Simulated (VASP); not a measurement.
# BN (BN (P6_3/mmc)) (P6_3/mmc) in VASP: vibrations by perturbation theory with PBE

Aim: the vibrations by perturbation theory of BN (BN (P6_3/mmc)) with PBE.

Everything below comes from runs of VASP 6.6.1. Logs are shortened: lines on timing, memory, paths and dates and some standing lists are left out, and cuts for length are marked.

## (1) The cell of the first run

It takes space group P6_3/mmc (No. 194, hexagonal). Conventional cell: a = 2.488 Å, b = 2.488 Å, c = 6.495 Å, α = 90.00°, β = 90.00°, γ = 120.00°. Within 1.9 Å of B (site symmetry -6m2) lie 3 N at 1.44 Å. N (site symmetry -6m2) has 3 B at 1.44 Å within 1.9 Å.

## (2) Vibrations by perturbation theory, PBE

File INCAR:

```
PREC     = Accurate       # precision mode
ENCUT    = 520            # plane-wave cutoff, eV
EDIFF    = 1E-8           # SCF threshold, eV
ISMEAR   = 0              # smearing method
SIGMA    = 0.01           # smearing width, eV
LREAL    = False          # projectors in reciprocal space
LASPH    = True           # aspherical terms in the spheres
NELM     = 80             # most SCF steps
ALGO     = Normal         # electronic algorithm
ISIF     = 2              # what is computed and relaxed
LWAVE    = False          # write WAVECAR
LCHARG   = False          # write CHGCAR
GGA      = PE             # functional
IBRION   = 8              # ionic algorithm
NSW      = 1              # ionic steps
LEPSILON = True           # dielectric tensor by DFPT
```

File KPOINTS:

```
Automatic mesh
0
Gamma
  11 11 4
```

File POSCAR:

```
BN
1.0
    2.4883437615      0.0000000000      0.0000000000
   -1.2441718807      2.1549689108      0.0000000000
    0.0000000000      0.0000000000      6.4954828762
B N
2 2
Direct
    0.3333333333      0.6666666667      0.2500000000
    0.6666666667      0.3333333333      0.7500000000
    0.3333333333      0.6666666667      0.7500000000
    0.6666666667      0.3333333333      0.2500000000
```

Potentials or basis: VASP PAW PBE potentials, release 64 (B, N).

The run is started by

```
cat potpaw_PBE.64/B/POTCAR potpaw_PBE.64/N/POTCAR > POTCAR
mpirun -np 1 vasp_std > vasp.out
```

OUTCAR:

```text
PREC = Accurate
   ENCUT = 520
   EDIFF = 1E-8
   ISMEAR = 0
   LREAL = False
   LASPH = True
   NELM = 80
   ISIF = 2
   GGA = PE
   IBRION = 8
   NSW = 1
   LEPSILON = True

 ion  position               nearest neighbor table
   1  0.333  0.667  0.250-   4 1.44   4 1.44   4 1.44
   2  0.667  0.333  0.750-   3 1.44   3 1.44   3 1.44
   3  0.333  0.667  0.750-   2 1.44   2 1.44   2 1.44
   4  0.667  0.333  0.250-   1 1.44   1 1.44   1 1.44

  LATTYP: Found a hexagonal cell.
 ALAT       =     2.4883437615
 C/A-ratio  =     2.6103639604

  Lattice vectors:

 A1 = (   2.4883437615,   0.0000000000,   0.0000000000)
 A2 = (  -1.2441718807,   2.1549689108,   0.0000000000)
 A3 = (   0.0000000000,   0.0000000000,   6.4954828762)

Analysis of symmetry for initial positions (statically):
=====================================================================
 Subroutine PRICEL returns:
 Original cell was already a primitive cell.

 Routine SETGRP: Setting up the symmetry group for a
 hexagonal supercell.

 Subroutine GETGRP returns: Found 24 space group operations
 (whereof 12 operations were pure point group operations)
 out of a pool of 24 trial point group operations.

The static configuration has the point symmetry D_3d.
 The point group associated with its full space group is D_6h.

Analysis of symmetry for dynamics (positions and initial velocities):
=====================================================================
 Subroutine PRICEL returns:
 Original cell was already a primitive cell.

 Routine SETGRP: Setting up the symmetry group for a
 hexagonal supercell.

 Subroutine GETGRP returns: Found 24 space group operations
 (whereof 12 operations were pure point group operations)
 out of a pool of 24 trial point group operations.

The dynamic configuration has the point symmetry D_3d.
 The point group associated with its full space group is D_6h.

 Subroutine INISYM returns: Found 24 space group operations
 (whereof 12 operations are pure point group operations),
 and found     1 'primitive' translations

----------------------------------------------------------------------------------------

                                     Primitive cell

  volume of cell :      34.8308

  direct lattice vectors                    reciprocal lattice vectors
     2.488343761  0.000000000  0.000000000     0.401873734  0.232021909  0.000000000
    -1.244171881  2.154968911  0.000000000     0.000000000  0.464043818  0.000000000
     0.000000000  0.000000000  6.495482876     0.000000000  0.000000000  0.153953142

  length of vectors
     2.488343761  2.488343761  6.495482876     0.464043818  0.464043818  0.153953142

  position of ions in fractional coordinates (direct lattice)
     0.333333333  0.666666667  0.250000000
     0.666666667  0.333333333  0.750000000
     0.333333333  0.666666667  0.750000000
     0.666666667  0.333333333  0.250000000

  ion indices of the primitive-cell ions
   primitive index   ion index
                 1           1
                 2           2
                 3           3
                 4           4

----------------------------------------------------------------------------------------

 KPOINTS: Automatic mesh

Automatic generation of k-mesh.
 Grid dimensions read from file:
 generate k-points for:   11   11    4

 Generating k-lattice:

[... 518 lines left out ...]

------------------------ aborting loop because EDIFF is reached ----------------------------------------

--------------------------------------- Ionic step        2  -------------------------------------------

------------------------ aborting loop because EDIFF is reached ----------------------------------------

--------------------------------------- Ionic step        3  -------------------------------------------

------------------------ aborting loop because EDIFF is reached ----------------------------------------

 PIEZOELECTRIC TENSOR FIELD DIRECTION 3  (e Angst)
 -----------------------------------------------------------------------------
    -0.00035  0.00000 -0.00000           ( -0.00000 -0.00000 -0.00000)
    -0.00000 -0.00035  0.00000           ( -0.00000 -0.00000  0.00000)
    -0.00000  0.00000  0.00039           ( -0.00000  0.00000 -0.00001)

 PIEZOELECTRIC TENSOR FIELD DIRECTION 3  (C/m^2)
 -----------------------------------------------------------------------------
    -0.00016  0.00000 -0.00000
    -0.00000 -0.00016  0.00000
    -0.00000  0.00000  0.00018

[... ionic steps 4 to 9 ...]

--------------------------------------- Ionic step       10  -------------------------------------------

------------------------ aborting loop because EDIFF is reached ----------------------------------------

[... ionic steps 11 to 11 ...]

--------------------------------------- Ionic step       12  -------------------------------------------

 Free energy of the ion-electron system (eV)
  ---------------------------------------------------
  ---------------------------------------------------
  free energy    TOTEN  =        -0.27032847 eV

  energy without entropy =       -0.27032847

------------------------ aborting loop because EDIFF is reached ----------------------------------------

 INTERNAL STRAIN TENSOR  FOR ION    3  DIRECTION 3   (eV/Angst):
 -----------------------------------------------------------------------------
     0.00081 -0.00000 -0.00000
    -0.00000  0.00081  0.00000
    -0.00000 -0.00000 -0.00146

 MACROSCOPIC STATIC DIELECTRIC TENSOR (including local field effects in DFT)
 ------------------------------------------------------
           4.802222     0.000000     0.000000
           0.000000     4.802222     0.000000
           0.000000    -0.000000     2.783969
 ------------------------------------------------------

 PIEZOELECTRIC TENSOR (including local field effects)  for field in x, y, z        (e  Angst)
          XX          YY          ZZ          XY          YZ          ZX
  --------------------------------------------------------------------------------
  x     0.00000     0.00000     0.00000     0.00000     0.00000     0.00000
  y     0.00000     0.00000     0.00000     0.00000     0.00000     0.00000
  z     0.00000     0.00000     0.00000     0.00000     0.00000     0.00000

 PIEZOELECTRIC TENSOR (including local field effects)  for field in x, y, z        (C/m^2)
          XX          YY          ZZ          XY          YZ          ZX
  --------------------------------------------------------------------------------
  x     0.00000     0.00000     0.00000     0.00000     0.00000     0.00000
  y     0.00000     0.00000     0.00000     0.00000     0.00000     0.00000
  z     0.00000     0.00000     0.00000     0.00000     0.00000     0.00000

 BORN EFFECTIVE CHARGES (including local field effects) (in |e|, cummulative output)
 ---------------------------------------------------------------------------------
 ion    1
    1     2.70414     0.00000     0.00000
    2     0.00000     2.70414     0.00000
    3     0.00000     0.00000     0.78812
 ion    2
    1     2.70414     0.00000     0.00000
    2     0.00000     2.70414     0.00000
    3     0.00000     0.00000     0.78812
 ion    3
    1    -2.70414    -0.00000     0.00000
    2    -0.00000    -2.70414     0.00000
    3     0.00000     0.00000    -0.78812
 ion    4
    1    -2.70414    -0.00000     0.00000
    2    -0.00000    -2.70414     0.00000
    3     0.00000     0.00000    -0.78812

 INTERNAL STRAIN TENSOR FOR ION    4 for displacements in x,y,z  (eV/Angst):
          X           Y           Z          XY          YZ          ZX
  --------------------------------------------------------------------------------
  x     0.00000    -0.00000     0.00000    14.09481     0.00000     0.00000
  y    14.09481   -14.09481    -0.00000    -0.00000     0.00000     0.00000
  z     0.00000    -0.00000     0.00000    -0.00000    -0.00000     0.00000

 SECOND DERIVATIVES (NOT SYMMETRIZED)
 ------------------------------------
               1X          1Y          1Z          2X          2Y          2Z          3X          3Y          3Z          4X          4Y          4Z
  1X   -43.475659   -0.000000    0.000000   -0.001735   -0.000000    0.000000    0.019609    0.000000    0.000000   43.457784    0.000000    0.000000
  1Y    -0.000000  -43.475659    0.000000   -0.000000   -0.001735    0.000000    0.000000    0.019609    0.000000    0.000000   43.457784    0.000000
  1Z     0.000000    0.000000  -13.208730    0.000000    0.000000    1.079894    0.000000    0.000000   -0.799256    0.000000    0.000000   12.928092
  2X    -0.001735   -0.000000    0.000000  -43.475659   -0.000000    0.000000   43.457784    0.000000    0.000000    0.019609    0.000000    0.000000
  2Y    -0.000000   -0.001735    0.000000   -0.000000  -43.475659    0.000000    0.000000   43.457784    0.000000    0.000000    0.019609    0.000000
  2Z     0.000000    0.000000    1.079894    0.000000    0.000000  -13.208730    0.000000    0.000000   12.928092    0.000000    0.000000   -0.799256
  3X     0.018149    0.000000    0.000000   43.460505    0.000000    0.000000  -43.545354   -0.000000    0.000000    0.066700    0.000000    0.000000
  3Y     0.000000    0.018149    0.000000    0.000000   43.460505    0.000000   -0.000000  -43.545354    0.000000    0.000000    0.066700    0.000000
  3Z     0.000000    0.000000   -0.779526   -0.000000   -0.000000   12.917985    0.000000   -0.000000  -13.492520   -0.000000    0.000000    1.354060
  4X    43.460505    0.000000    0.000000    0.018149    0.000000    0.000000    0.066700    0.000000    0.000000  -43.545354   -0.000000    0.000000
  4Y     0.000000   43.460505    0.000000    0.000000    0.018149    0.000000    0.000000    0.066700    0.000000   -0.000000  -43.545354    0.000000
  4Z    -0.000000   -0.000000   12.917985    0.000000    0.000000   -0.779526   -0.000000    0.000000    1.354060    0.000000   -0.000000  -13.492520

 Eigenvectors and eigenvalues of the dynamical matrix
 ----------------------------------------------------

   1 f  =   41.738032 THz   262.247790 2PiTHz 1392.230891 cm-1   172.614553 meV
             X         Y         Z           dx          dy          dz
     -0.000000  1.436646  1.623871    -0.402352   -0.346321    0.000000
      1.244172  0.718323  4.871612     0.402352    0.346321   -0.000000
     -0.000000  1.436646  4.871612    -0.354012   -0.304713    0.000000
      1.244172  0.718323  1.623871     0.354012    0.304713   -0.000000
[... 71 lines left out ...]
  12 f/i=    0.004336 THz     0.027241 2PiTHz    0.144617 cm-1     0.017930 meV
             X         Y         Z           dx          dy          dz
     -0.000000  1.436646  1.623871    -0.000000   -0.000000    0.466857
      1.244172  0.718323  4.871612    -0.000000   -0.000000    0.466857
     -0.000000  1.436646  4.871612    -0.000000   -0.000000    0.531078
      1.244172  0.718323  1.623871    -0.000000   -0.000000    0.531078

--------------------------------------------------------------------------------------------------------

 MACROSCOPIC STATIC DIELECTRIC TENSOR IONIC CONTRIBUTION
 ------------------------------------------------------
           1.747514     0.000000     0.000000
           0.000000     1.747514    -0.000000
           0.000000    -0.000000     0.531900
 ------------------------------------------------------

 ELASTIC MODULI CONTR FROM IONIC RELAXATION (kBar)
 Direction    XX          YY          ZZ          XY          YZ          ZX
 --------------------------------------------------------------------------------
 XX        -494.3371    494.3371      0.0000     -0.0000     -0.0000     -0.0000
 YY         494.3371   -494.3371     -0.0000     -0.0000      0.0000      0.0000
 ZZ           0.0000     -0.0000     -0.0000     -0.0000     -0.0000     -0.0000
 XY          -0.0000     -0.0000     -0.0000   -494.3371      0.0000      0.0000
 YZ          -0.0000      0.0000     -0.0000      0.0000     -0.0000     -0.0000
 ZX          -0.0000      0.0000     -0.0000      0.0000     -0.0000     -0.0000
 --------------------------------------------------------------------------------

 PIEZOELECTRIC TENSOR IONIC CONTR  for field in x, y, z        (C/m^2)
          XX          YY          ZZ          XY          YZ          ZX
  --------------------------------------------------------------------------------
  x    -0.00000     0.00000     0.00000    -0.00000     0.00000     0.00000
  y     0.00000    -0.00000    -0.00000    -0.00000    -0.00000    -0.00000
  z     0.00000    -0.00000    -0.00000    -0.00000    -0.00000    -0.00000
```

It took 3.4 min on 1 thread of Intel Xeon 6975P-C (Granite Rapids), shared host; peak memory 0.33 GiB.

What came out:

| Item | Value |
| --- | --- |
| Electronic dielectric tensor (diagonal) | 4.80, 4.80, 2.78 |
| Born charges (mean of the diagonal) | B +2.07; N -2.07 e |
| Highest phonon frequency at Γ, LO-TO splitting left out | 1392 cm⁻¹ |

Phonon frequencies in cm⁻¹ (negative: imaginary):
| q point | frequencies |
| --- | --- |
| (0.000, 0.000, 0.000) | 0 0 0 47 47 137 735 793 1392 1392 1392 1392 |

Electronic dielectric tensor:
```
4.80 0.00 0.00
0.00 4.80 0.00
0.00 0.00 2.78
```

Born effective charge tensors (e):
atom 1, B
```
2.70 0.00 0.00
0.00 2.70 0.00
0.00 0.00 0.79
```
atom 2, B
```
2.70 0.00 0.00
0.00 2.70 0.00
0.00 0.00 0.79
```
atom 3, N
```
-2.70  0.00  0.00
 0.00 -2.70  0.00
 0.00  0.00 -0.79
```
atom 4, N
```
-2.70  0.00  0.00
 0.00 -2.70  0.00
 0.00  0.00 -0.79
```

Caveat: the cell wasn't relaxed at this level first, which shifts response properties.
